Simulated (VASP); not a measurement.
HfC, 4 atoms in the cell. The structure is hexagonal, space group P6_3/mmc (No. 194). The conventional cell has a = 3.343 Å, b = 3.343 Å, c = 5.203 Å, α = 90.00°, β = 90.00°, γ = 120.00°. Within 3.1 Å of Hf (site symmetry -6m2) lie 6 C at 2.33 Å. C (site symmetry -3m) has 6 Hf at 2.33 Å and 2 C at 2.60 Å within 3.1 Å. 

- Program: VASP 6.6.1
- Task: relaxation of cell and atoms
- Functional: LDA
- Potentials or basis: VASP PAW LDA potentials, release 64 (Hf_pv, C)
- Cutoff: 600 eV
- k mesh: 7 × 7 × 4
- Occupations: fermi-dirac, width 0.05 eV
- Spin: no spin polarisation
- Target pressure: 8 GPa
- Dipole correction: no
- Further INCAR settings: ALGO = Normal; EDIFF = 1e-06; IBRION = 2; EDIFFG = -0.01; NSW = 80; ISIF = 3

Potentials or basis: VASP PAW LDA potentials, release 64 (Hf_pv, C).

Command:

```sh
$ cat potpaw_LDA.64/Hf_pv/POTCAR potpaw_LDA.64/C/POTCAR > POTCAR
$ mpirun -np 1 vasp_std > vasp.out
```

Hardware: 1 thread of Intel(R) Xeon(R) 6975P-C (Granite Rapids), on a shared host.

**Question.** Estimate the wall time of this run.

**Answer.** Wall time 52 s on 1 thread of Intel(R) Xeon(R) 6975P-C (Granite Rapids) (shared host), peak memory 0.18 GiB. Counts: scf iterations 69, k points 24, ion steps 9.
